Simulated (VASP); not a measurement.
# Na (I4_1/amd) in VASP: single point with PBE

Aim: the single point of Na with PBE.

All numbers are computed with VASP 6.6.1; they aren't measurements. Logs are shortened: lines on timing, memory, paths and dates and some standing lists are left out, and cuts for length are marked.

## (1) The cell of the first run

It takes space group I4_1/amd (No. 141, tetragonal). Conventional cell: a = 6.245 Å, b = 6.245 Å, c = 3.380 Å, α = 90.00°, β = 90.00°, γ = 90.00°. Within 4.3 Å of Na (site symmetry -4m2) lie 10 Na at 3.23 to 4.02 Å.

## (2) Single point, PBE

Input file INCAR:

```
SYSTEM = Na
PREC     = Accurate       ! precision mode
ENCUT    = 520            ! plane-wave cutoff, eV
EDIFF    = 1E-6           ! SCF threshold, eV
ISMEAR   = -1             ! smearing method
SIGMA    = 0.08           ! smearing width, eV
LREAL    = .FALSE.        ! projectors in reciprocal space
LASPH    = .TRUE.         ! aspherical terms in the spheres
NELM     = 60             ! most SCF steps
ALGO     = Normal         ! electronic algorithm
ISIF     = 2              ! what is computed and relaxed
LWAVE    = .FALSE.        ! write WAVECAR
LCHARG   = .TRUE.         ! write CHGCAR
GGA      = PE             ! functional
LELF     = .TRUE.         ! ELF
LVHAR    = .TRUE.       
NBANDS   = 14             ! bands
```

Input file KPOINTS:

```
regular mesh
0
G
  13 13 13
  0 0 0
```

Input file POSCAR:

```
Na
1.0
   -3.1225825072      3.1225825072      1.6900435493
    3.1225825072     -3.1225825072      1.6900435493
    3.1225825072      3.1225825072     -1.6900435493
Na
2
Direct
   -0.3750000000     -0.1250000000     -0.2500000000
    0.3750000000      0.1250000000      0.2500000000
```

Potentials or basis: VASP PAW PBE potentials, release 64 (Na_pv).

The run is started by

```sh
> cat potpaw_PBE.64/Na_pv/POTCAR > POTCAR
> mpirun -np 1 vasp_std > vasp.out
```

OUTCAR:

```text
SYSTEM = Na
   PREC = Accurate
   ENCUT = 520
   EDIFF = 1E-6
   ISMEAR = -1
   LREAL = .FALSE.
   LASPH = .TRUE.
   NELM = 60
   ISIF = 2
   GGA = PE

 ion  position               nearest neighbor table
   1  0.625  0.875  0.750-
   2  0.375  0.125  0.250-

  LATTYP: Found a body centered tetragonal cell.
 ALAT       =     6.2451650144
 C/A-ratio  =     0.5412326321

  Lattice vectors:

 A1 = (  -3.1225825072,   3.1225825072,   1.6900435493)
 A2 = (   3.1225825072,  -3.1225825072,   1.6900435493)
 A3 = (   3.1225825072,   3.1225825072,  -1.6900435493)

Analysis of symmetry for initial positions (statically):
=====================================================================
 Subroutine PRICEL returns:
 Original cell was already a primitive cell.

 Routine SETGRP: Setting up the symmetry group for a
 body centered tetragonal supercell.

 Subroutine GETGRP returns: Found 16 space group operations
 (whereof  4 operations were pure point group operations)
 out of a pool of 16 trial point group operations.

The static configuration has the point symmetry C_2h.
 The point group associated with its full space group is D_4h.

Analysis of symmetry for dynamics (positions and initial velocities):
=====================================================================
 Subroutine PRICEL returns:
 Original cell was already a primitive cell.

 Routine SETGRP: Setting up the symmetry group for a
 body centered tetragonal supercell.

 Subroutine GETGRP returns: Found 16 space group operations
 (whereof  4 operations were pure point group operations)
 out of a pool of 16 trial point group operations.

The dynamic configuration has the point symmetry C_2h.
 The point group associated with its full space group is D_4h.

 Subroutine INISYM returns: Found 16 space group operations
 (whereof  4 operations are pure point group operations),
 and found     1 'primitive' translations

----------------------------------------------------------------------------------------

                                     Primitive cell

  volume of cell :      65.9152

  direct lattice vectors                    reciprocal lattice vectors
    -3.122582507  3.122582507  1.690043549     0.000000000  0.160123871  0.295850364
     3.122582507 -3.122582507  1.690043549     0.160123871  0.000000000  0.295850364
     3.122582507  3.122582507 -1.690043549     0.160123871  0.160123871  0.000000000

  length of vectors
     4.728349630  4.728349630  4.728349630     0.336403169  0.336403169  0.226449351

  position of ions in fractional coordinates (direct lattice)
     0.625000000  0.875000000  0.750000000
     0.375000000  0.125000000  0.250000000

  ion indices of the primitive-cell ions
   primitive index   ion index
                 1           1
                 2           2

----------------------------------------------------------------------------------------

 KPOINTS: regular mesh

Automatic generation of k-mesh.
 Grid dimensions read from file:
 generate k-points for:   13   13   13

 Generating k-lattice:

  Cartesian coordinates                     Fractional coordinates (reciprocal lattice)
     0.000000000  0.012317221  0.022757720     0.076923077 -0.000000000  0.000000000
     0.012317221  0.000000000  0.022757720    -0.000000000  0.076923077  0.000000000
     0.012317221  0.012317221  0.000000000     0.000000000  0.000000000  0.076923077

  Length of vectors
     0.025877167  0.025877167  0.017419181

  Shift w.r.t. Gamma in fractional coordinates (k-lattice)
     0.000000000  0.000000000  0.000000000

 Subroutine IBZKPT returns following result:
 ===========================================

 Found    196 irreducible k-points:

 Following reciprocal coordinates:
            Coordinates               Weight
  0.000000  0.000000  0.000000      1.000000
  0.076923 -0.000000  0.000000      8.000000
  0.153846  0.000000 -0.000000      8.000000
  0.230769  0.000000  0.000000      8.000000
  0.307692  0.000000 -0.000000      8.000000
  0.384615 -0.000000  0.000000      8.000000
[... 16 lines left out ...]
  0.384615  0.153846  0.000000     16.000000
  0.461538  0.153846  0.000000     16.000000
 [... further k-points ...]
   k-points           NKPTS =    196   k-points in BZ     NKDIM =    196   number of bands    NBANDS=     14
   number of dos      NEDOS =    301   number of ions     NIONS =      2
   total plane-waves  NPLWV =  46656
   dimension x,y,z NGX =    36 NGY =   36 NGZ =   36
   dimension x,y,z NGXF=    72 NGYF=   72 NGZF=   72
   ions per type =               2
   NGX,Y,Z   is equivalent  to a cutoff of  12.66, 12.66, 12.66 a.u.
   NGXF,Y,Z  is equivalent  to a cutoff of  25.31, 25.31, 25.31 a.u.
 SYSTEM =  Na
   PREC   = accura    normal or accurate (medium, high low for compatibility)
   ISTART =      0    job   : 0-new  1-cont  2-samecut
   ICHARG =      2    charge: 1-file 2-atom 10-const
   ISPIN  =      1    spin polarized calculation?
   LNONCOLLINEAR =      F non collinear calculations
   LSORBIT =      F    spin-orbit coupling
   LASPH  =      T    aspherical Exc in radial PAW
   ENCUT  =  520.0 eV  38.22 Ry    6.18 a.u.   8.79  8.79  8.79*2*pi/ulx,y,z
   NELM   =     60;   NELMIN=  2; NELMDL= -5     # of ELM steps
   EDIFF  = 0.1E-05   stopping-criterion for ELM
   LREAL  =      F    real-space projection
   EDIFFG = 0.1E-04   stopping-criterion for IOM
   NSW    =      0    number of steps for IOM
   IBRION =     -1    ionic relax: 0-MD 1-quasi-New 2-CG
   NFREE  =      0    steps in history (QN), initial steepest desc. (CG)
   ISIF   =      2    stress and relaxation
   ISYM   =      2    0-nonsym 1-usesym 2-fastsym
   POTIM  = 0.5000    time-step for ionic-motion
   TEBEG  =    0.0;   TEEND  =   0.0 temperature during run
   PSTRESS=    0.0 pullay stress
   NELECT =      14.0000    total number of electrons
   NUPDOWN=      -1.0000    fix difference up-down
   EMIN   =  10.00;   EMAX   =-10.00  energy-range for DOS
   EFERMI =   0.00;   METHOD = LEGACY
   ISMEAR =    -1;   SIGMA  =   0.08  broadening in eV -4-tet -1-fermi 0-gaus
   EFERMI_NEDOS =   21; number of points for ismear=-14 and -15
   IALGO  =     38    algorithm
   IMIX   =      4    mixing-type and parameters
     AMIX     =   0.40;   BMIX     =  1.00
     AMIX_MAG =   1.60;   BMIX_MAG =  1.00
  volume/ion in A,a.u.               =      32.96       222.41
  Fermi-wavevector in a.u.,A,eV,Ry     =   0.976762  1.845813 12.980839  0.954065
  Thomas-Fermi vector in A             =   2.107407
   LORBIT       =      0    0 simple, 1 ext, 2 COOP (PROOUT), +10 PAW based schemes
   GGA     = PE    functional components
   LHFCALC =     F    Hartree Fock is set to
   AEXX    =    0.0000 exact exchange contribution
   IVDW    =     0    specifies the selected vdW correction
   LEPSILON=     F    determine dielectric tensor
   LRPA    =     F    only Hartree local field effects (RPA)
 non-spin polarized calculation
  energy-cutoff  :      520.00
  volume of cell :       65.92
 maximum number of plane-waves:      1789
   NGX = 17   NGY = 17   NGZ = 17

 number of electron      14.0000015 magnetization

 Free energy of the ion-electron system (eV)
  ---------------------------------------------------
  ext. energy  EPLUGINS =         0.00000000
  ---------------------------------------------------
  free energy    TOTEN  =        -2.44438580 eV

  energy without entropy =       -2.42509160  energy(sigma->0) =       -2.43473870

 E-fermi :   0.7055     XC(G=0):  -6.8138

 val. band max:        0.7050276712   @ k =   0.3846   0.3077   0.0769
 cond. band min:       0.7213723205   @ k =  -0.3846  -0.3846   0.2308
 fundamental gap:      0.0163446493
 Fermi energy:         0.7054568661

 k-point     1 :       0.0000    0.0000    0.0000
  band No.  band energies     occupation
      1     -24.3115      2.00000
      2     -24.3115      2.00000
      3     -24.2491      2.00000
      4     -24.2482      2.00000
      5     -24.2461      2.00000
      6     -24.2461      2.00000
      7      -2.8309      2.00000
      8       4.2987      0.00000
      9       4.4841      0.00000
     10       4.4841      0.00000
     11       5.7919      0.00000
     12      10.4153      0.00000
     13      11.3514      0.00000
     14      12.2777      0.00000

 k-point     2 :       0.0769   -0.0000    0.0000
  band No.  band energies     occupation
      1     -24.3112      2.00000
      2     -24.3101      2.00000
      3     -24.2526      2.00000
      4     -24.2513      2.00000
      5     -24.2463      2.00000
      6     -24.2458      2.00000
      7      -2.7261      2.00000
      8       3.9269      0.00000
      9       4.3640      0.00000
     10       5.0439      0.00000
     11       6.0661      0.00000
     12      10.1790      0.00000
     13      10.6785      0.00000
     14      11.3131      0.00000

 k-point     3 :       0.1538    0.0000   -0.0000
  band No.  band energies     occupation
      1     -24.3104      2.00000
      2     -24.3063      2.00000
      3     -24.2613      2.00000
      4     -24.2594      2.00000
      5     -24.2481      2.00000
      6     -24.2452      2.00000
      7      -2.4133      2.00000
      8       3.6608      0.00000
      9       4.1916      0.00000
     10       5.8741      0.00000
     11       6.6494      0.00000
     12       8.9053      0.00000
     13       9.6894      0.00000
     14       9.7033      0.00000
[... 324 lines left out ...]
 k-point    23 :       0.3846    0.1538    0.0000
  band No.  band energies     occupation
      1     -24.3115      2.00000
      2     -24.3019      2.00000
      3     -24.2987      2.00000
      4     -24.2797      2.00000
      5     -24.2585      2.00000
      6     -24.2448      2.00000
      7       1.3670      0.00051
      8       1.7619      0.00000
      9       3.2053      0.00000
     10       4.9803      0.00000
     11       5.5621      0.00000
     12       6.9658      0.00000
     13       7.6021      0.00000
     14      10.4637      0.00000

 k-point    24 :       0.4615    0.1538    0.0000
  band No.  band energies     occupation
      1     -24.3089      2.00000
      2     -24.2990      2.00000
      3     -24.2962      2.00000
      4     -24.2738      2.00000
      5     -24.2638      2.00000
      6     -24.2449      2.00000
      7       0.3416      1.97906
      8       2.5151      0.00000
      9       3.0876      0.00000
     10       4.9616      0.00000
     11       5.8099      0.00000
     12       7.0932      0.00000
     13       8.2043      0.00000
     14      10.3618      0.00000

 [... further k-points ...]

------------------------ aborting loop because EDIFF is reached ----------------------------------------

  FORCE on cell =-STRESS in cart. coord.  units (eV):
  Direction    XX          YY          ZZ          XY          YZ          ZX
  --------------------------------------------------------------------------------------
  -------------------------------------------------------------------------------------
  Total        0.5660324      0.5660324      0.5705241     -0.0000000      0.0000000     -0.0000000
  in kB       13.7583436     13.7583436     13.8675224     -0.0000000      0.0000000     -0.0000000
  external PRESSURE =      13.7947365 kB  Pullay stress =       0.0000000 kB

 VOLUME and BASIS-vectors are now :
 -----------------------------------------------------------------------------
  energy-cutoff  :      520.00
  volume of cell :       65.92
      direct lattice vectors                 reciprocal lattice vectors
    -3.122582507  3.122582507  1.690043549     0.000000000  0.160123871  0.295850364
     3.122582507 -3.122582507  1.690043549     0.160123871  0.000000000  0.295850364
     3.122582507  3.122582507 -1.690043549     0.160123871  0.160123871  0.000000000

 POSITION                                       TOTAL-FORCE (eV/Angst)
 -----------------------------------------------------------------------------------
      3.12258      1.56129      1.26753         0.000000      0.000000     -0.000000
      0.00000      1.56129      0.42251        -0.000000     -0.000000      0.000000
 -----------------------------------------------------------------------------------
    total drift:                               -0.000000     -0.000000      0.000000

  FREE ENERGIE OF THE ION-ELECTRON SYSTEM (eV)
  ---------------------------------------------------
  free  energy   TOTEN  =        -2.4443857952 eV

  energy  without entropy=       -2.4250915974  energy(sigma->0) =       -2.43473870
```

Run time: 2.3 min. Hardware: 1 thread of Intel Xeon 8259CL, shared host; peak memory 0.28 GiB.

Results:

| Quantity | Value |
| --- | --- |
| Free energy | -2.4444 eV |
| Pressure | 1.4 GPa |
| Band gap on the k mesh | zero (bands 7 and 8 overlap by 2.75 eV) |

Levels at points of the mesh, in eV from the Fermi level:
| k point | band 5 | band 6 | band 7 | band 8 | band 9 | band 10 |
| --- | --- | --- | --- | --- | --- | --- |
| (0.00, 0.00, 0.00) | -24.95 | -24.95 | -3.54 | 3.59 | 3.78 | 3.78 |
